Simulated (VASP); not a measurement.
# Sb (Im-3m) in VASP: a series of runs

The runs below take Sb through single point, with PBEsol.

Everything below comes from runs of VASP 6.6.1. Logs are shortened: lines on timing, memory, paths and dates and some standing lists are left out, and cuts for length are marked.

## (1) The cell of the first run

The structure is cubic, space group Im-3m (No. 229). The conventional cell has a = 2.999 Å, b = 2.999 Å, c = 2.999 Å, α = 90.00°, β = 90.00°, γ = 90.00°. Sb (site symmetry m-3m) has 14 Sb at 2.60 to 3.00 Å within 3.4 Å.

## (2) Single point, PBEsol (volume scaled by 0.52)

The input, INCAR:

```
SYSTEM = Sb
PREC = Accurate
ENCUT = 520
EDIFF = 1E-6
ISMEAR = -1
SIGMA = 0.05
LREAL = .False.
LASPH = .True.
NELM = 100
ALGO = Normal
ISIF = 2
LWAVE = .False.
LCHARG = .False.
GGA = PS
NBANDS = 8
```

The input, KPOINTS:

```
regular mesh
0
Gamma
  16 16 16
  0 0 0
```

The input, POSCAR:

```
Sb
1.0
   -1.4995762152      1.4995762152      1.4995762152
    1.4995762152     -1.4995762152      1.4995762152
    1.4995762152      1.4995762152     -1.4995762152
Sb
1
Direct
    0.0000000000      0.0000000000      0.0000000000
```

Potentials or basis: VASP PAW PBE potentials, release 64 (Sb).

Launch:

```sh
> cat potpaw_PBE.64/Sb/POTCAR > POTCAR
> mpirun -np 1 vasp_std > vasp.out
```

OUTCAR:

```text
SYSTEM = Sb
   PREC = Accurate
   ENCUT = 520
   EDIFF = 1E-6
   ISMEAR = -1
   LREAL = .False.
   LASPH = .True.
   NELM = 100
   ISIF = 2
   GGA = PS

 ion  position               nearest neighbor table
   1  0.000  0.000  0.000-

  LATTYP: Found a body centered cubic cell.
 ALAT       =     2.9991524304

  Lattice vectors:

 A1 = (  -1.4995762152,   1.4995762152,   1.4995762152)
 A2 = (   1.4995762152,  -1.4995762152,   1.4995762152)
 A3 = (   1.4995762152,   1.4995762152,  -1.4995762152)

Analysis of symmetry for initial positions (statically):
=====================================================================
 Subroutine PRICEL returns:
 Original cell was already a primitive cell.

 Routine SETGRP: Setting up the symmetry group for a
 body centered cubic supercell.

 Subroutine GETGRP returns: Found 48 space group operations
 (whereof 48 operations were pure point group operations)
 out of a pool of 48 trial point group operations.

The static configuration has the point symmetry O_h .

Analysis of symmetry for dynamics (positions and initial velocities):
=====================================================================
 Subroutine PRICEL returns:
 Original cell was already a primitive cell.

 Routine SETGRP: Setting up the symmetry group for a
 body centered cubic supercell.

 Subroutine GETGRP returns: Found 48 space group operations
 (whereof 48 operations were pure point group operations)
 out of a pool of 48 trial point group operations.

The dynamic configuration has the point symmetry O_h .

 Subroutine INISYM returns: Found 48 space group operations
 (whereof 48 operations are pure point group operations),
 and found     1 'primitive' translations

----------------------------------------------------------------------------------------

                                     Primitive cell

  volume of cell :      13.4886

  direct lattice vectors                    reciprocal lattice vectors
    -1.499576215  1.499576215  1.499576215     0.000000000  0.333427534  0.333427534
     1.499576215 -1.499576215  1.499576215     0.333427534  0.000000000  0.333427534
     1.499576215  1.499576215 -1.499576215     0.333427534  0.333427534  0.000000000

  length of vectors
     2.597342195  2.597342195  2.597342195     0.471537741  0.471537741  0.471537741

  position of ions in fractional coordinates (direct lattice)
     0.000000000  0.000000000  0.000000000

  ion indices of the primitive-cell ions
   primitive index   ion index
                 1           1

----------------------------------------------------------------------------------------

 KPOINTS: regular mesh

Automatic generation of k-mesh.
 Grid dimensions read from file:
 generate k-points for:   16   16   16

 Generating k-lattice:

  Cartesian coordinates                     Fractional coordinates (reciprocal lattice)
     0.000000000  0.020839221  0.020839221     0.062500000  0.000000000  0.000000000
     0.020839221  0.000000000  0.020839221     0.000000000  0.062500000  0.000000000
     0.020839221  0.020839221  0.000000000     0.000000000  0.000000000  0.062500000

  Length of vectors
     0.029471109  0.029471109  0.029471109

  Shift w.r.t. Gamma in fractional coordinates (k-lattice)
     0.000000000  0.000000000  0.000000000

 Subroutine IBZKPT returns following result:
 ===========================================

 Found    145 irreducible k-points:

 Following reciprocal coordinates:
            Coordinates               Weight
  0.000000  0.000000  0.000000      1.000000
  0.062500  0.000000  0.000000     12.000000
  0.125000  0.000000  0.000000     12.000000
  0.187500  0.000000  0.000000     12.000000
  0.250000  0.000000  0.000000     12.000000
  0.312500  0.000000  0.000000     12.000000
[... 16 lines left out ...]
  0.187500  0.187500  0.000000     24.000000
  0.250000  0.187500  0.000000     48.000000
 [... further k-points ...]
   k-points           NKPTS =    145   k-points in BZ     NKDIM =    145   number of bands    NBANDS=      8
   number of dos      NEDOS =    301   number of ions     NIONS =      1
   total plane-waves  NPLWV =   8000
   dimension x,y,z NGX =    20 NGY =   20 NGZ =   20
   dimension x,y,z NGXF=    40 NGYF=   40 NGZF=   40
   ions per type =               1
   NGX,Y,Z   is equivalent  to a cutoff of  12.80, 12.80, 12.80 a.u.
   NGXF,Y,Z  is equivalent  to a cutoff of  25.60, 25.60, 25.60 a.u.
 SYSTEM =  Sb
   PREC   = accura    normal or accurate (medium, high low for compatibility)
   ISTART =      0    job   : 0-new  1-cont  2-samecut
   ICHARG =      2    charge: 1-file 2-atom 10-const
   ISPIN  =      1    spin polarized calculation?
   LNONCOLLINEAR =      F non collinear calculations
   LSORBIT =      F    spin-orbit coupling
   LASPH  =      T    aspherical Exc in radial PAW
   ENCUT  =  520.0 eV  38.22 Ry    6.18 a.u.   4.83  4.83  4.83*2*pi/ulx,y,z
   NELM   =    100;   NELMIN=  2; NELMDL= -5     # of ELM steps
   EDIFF  = 0.1E-05   stopping-criterion for ELM
   LREAL  =      F    real-space projection
   EDIFFG = 0.1E-04   stopping-criterion for IOM
   NSW    =      0    number of steps for IOM
   IBRION =     -1    ionic relax: 0-MD 1-quasi-New 2-CG
   NFREE  =      0    steps in history (QN), initial steepest desc. (CG)
   ISIF   =      2    stress and relaxation
   ISYM   =      2    0-nonsym 1-usesym 2-fastsym
   POTIM  = 0.5000    time-step for ionic-motion
   TEBEG  =    0.0;   TEEND  =   0.0 temperature during run
   PSTRESS=    0.0 pullay stress
   NELECT =       5.0000    total number of electrons
   NUPDOWN=      -1.0000    fix difference up-down
   EMIN   =  10.00;   EMAX   =-10.00  energy-range for DOS
   EFERMI =   0.00;   METHOD = LEGACY
   ISMEAR =    -1;   SIGMA  =   0.05  broadening in eV -4-tet -1-fermi 0-gaus
   EFERMI_NEDOS =   21; number of points for ismear=-14 and -15
   IALGO  =     38    algorithm
   IMIX   =      4    mixing-type and parameters
     AMIX     =   0.40;   BMIX     =  1.00
     AMIX_MAG =   1.60;   BMIX_MAG =  1.00
  volume/ion in A,a.u.               =      13.49        91.03
  Fermi-wavevector in a.u.,A,eV,Ry     =   1.176006  2.222330 18.816730  1.382991
  Thomas-Fermi vector in A             =   2.312377
   LORBIT       =      0    0 simple, 1 ext, 2 COOP (PROOUT), +10 PAW based schemes
   GGA     = PS    functional components
   LHFCALC =     F    Hartree Fock is set to
   AEXX    =    0.0000 exact exchange contribution
   IVDW    =     0    specifies the selected vdW correction
   LEPSILON=     F    determine dielectric tensor
   LRPA    =     F    only Hartree local field effects (RPA)
 non-spin polarized calculation
  energy-cutoff  :      520.00
  volume of cell :       13.49
 maximum number of plane-waves:       378
   NGX =  9   NGY =  9   NGZ =  9

 number of electron       4.9999999 magnetization

 Free energy of the ion-electron system (eV)
  ---------------------------------------------------
  ext. energy  EPLUGINS =         0.00000000
  ---------------------------------------------------
  free energy    TOTEN  =        -0.01472295 eV

  energy without entropy =       -0.01265958  energy(sigma->0) =       -0.01369126

 E-fermi :  21.1475     XC(G=0): -13.5918

 val. band max:       21.0924041885   @ k =  -0.3125   0.3125   0.2500
 cond. band min:      21.1638951596   @ k =  -0.4375   0.4375   0.4375
 fundamental gap:      0.0714909711
 Fermi energy:        21.1474589113

 k-point     1 :       0.0000    0.0000    0.0000
  band No.  band energies     occupation
      1       0.0793      2.00000
      2      32.1075      0.00000
      3      32.1075      0.00000
      4      32.1075      0.00000
      5      34.3372      0.00000
      6      34.3372      0.00000
      7      34.3373      0.00000
      8      34.5921      0.00000

 k-point     2 :       0.0625    0.0000    0.0000
  band No.  band energies     occupation
      1       0.2255      2.00000
      2      30.7235      0.00000
      3      31.7443      0.00000
      4      31.8251      0.00000
      5      32.7455      0.00000
      6      33.0900      0.00000
      7      33.7377      0.00000
      8      35.1783      0.00000

 k-point     3 :       0.1250    0.0000    0.0000
  band No.  band energies     occupation
      1       0.6654      2.00000
      2      27.8086      0.00000
      3      30.7282      0.00000
      4      31.0058      0.00000
      5      31.0991      0.00000
      6      32.3852      0.00000
      7      33.7791      0.00000
      8      35.9637      0.00000

 k-point     4 :       0.1875    0.0000    0.0000
  band No.  band energies     occupation
      1       1.4022      2.00000
      2      24.5578      0.00000
      3      29.3058      0.00000
      4      29.3497      0.00000
      5      30.5001      0.00000
      6      31.8460      0.00000
      7      34.4844      0.00000
      8      36.3980      0.00000

 k-point     5 :       0.2500    0.0000    0.0000
  band No.  band energies     occupation
      1       2.4403      2.00000
      2      21.2641      0.17695
      3      27.7368      0.00000
      4      28.0770      0.00000
      5      30.0126      0.00000
      6      31.4531      0.00000
      7      35.5328      0.00000
      8      36.8305      0.00000
[... 177 lines left out ...]
 k-point    22 :       0.4375    0.1250    0.0000
  band No.  band energies     occupation
      1       9.8968      2.00000
      2      10.3113      2.00000
      3      21.2250      0.35002
      4      24.9273      0.00000
      5      30.6201      0.00000
      6      33.9328      0.00000
      7      36.9838      0.00000
      8      39.3162      0.00000

 k-point    23 :       0.1875    0.1875    0.0000
  band No.  band energies     occupation
      1       4.0850      2.00000
      2      20.1243      2.00000
      3      20.8331      1.99628
      4      26.3475      0.00000
      5      31.8239      0.00000
      6      33.3937      0.00000
      7      36.9927      0.00000
      8      37.5652      0.00000

 k-point    24 :       0.2500    0.1875    0.0000
  band No.  band energies     occupation
      1       5.5877      2.00000
      2      17.3537      2.00000
      3      19.6586      2.00000
      4      25.5713      0.00000
      5      31.7847      0.00000
      6      33.9111      0.00000
      7      36.9005      0.00000
      8      39.2643      0.00000

 [... further k-points ...]

------------------------ aborting loop because EDIFF is reached ----------------------------------------

  FORCE on cell =-STRESS in cart. coord.  units (eV):
  Direction    XX          YY          ZZ          XY          YZ          ZX
  --------------------------------------------------------------------------------------
  -------------------------------------------------------------------------------------
  Total       17.6029277     17.6029277     17.6029277      0.0000000     -0.0000000      0.0000000
  in kB     2090.8836514   2090.8836514   2090.8836514      0.0000000     -0.0000000      0.0000000
  external PRESSURE =    2090.8836514 kB  Pullay stress =       0.0000000 kB

 VOLUME and BASIS-vectors are now :
 -----------------------------------------------------------------------------
  energy-cutoff  :      520.00
  volume of cell :       13.49
      direct lattice vectors                 reciprocal lattice vectors
    -1.499576215  1.499576215  1.499576215     0.000000000  0.333427534  0.333427534
     1.499576215 -1.499576215  1.499576215     0.333427534  0.000000000  0.333427534
     1.499576215  1.499576215 -1.499576215     0.333427534  0.333427534  0.000000000

 POSITION                                       TOTAL-FORCE (eV/Angst)
 -----------------------------------------------------------------------------------
      0.00000      0.00000      0.00000        -0.000000     -0.000000      0.000000
 -----------------------------------------------------------------------------------
    total drift:                                0.000000      0.000000     -0.000000

  FREE ENERGIE OF THE ION-ELECTRON SYSTEM (eV)
  ---------------------------------------------------
  free  energy   TOTEN  =        -0.0147229478 eV

  energy  without entropy=       -0.0126595763  energy(sigma->0) =       -0.01369126
```

Run time: 7.1 s. Hardware: 1 thread of Intel Xeon 6975P-C (Granite Rapids), shared host; peak memory 0.13 GiB.

Results:

* Free energy: -0.0147 eV
* Pressure: 209.1 GPa

Levels at points of the mesh, in eV from the Fermi level:
```tsv
k point	band 1	band 2	band 3	band 4	band 5	band 6	band 7	band 8
(0.00, 0.00, 0.00)	-21.07	10.96	10.96	10.96	13.19	13.19	13.19	13.44
(0.50, 0.00, 0.00)	-11.77	-11.20	3.36	4.46	8.04	9.81	17.79	18.64
(0.50, 0.50, 0.50)	-4.51	-4.51	-4.51	-0.73	1.23	1.23	19.92	21.25
```

Caveat: the PAW data sets were made with another functional, which shifts forces and pressure a little; spin-orbit coupling is left out, which moves the levels of the heavy elements.

(Part 1 of 3 ends here.)
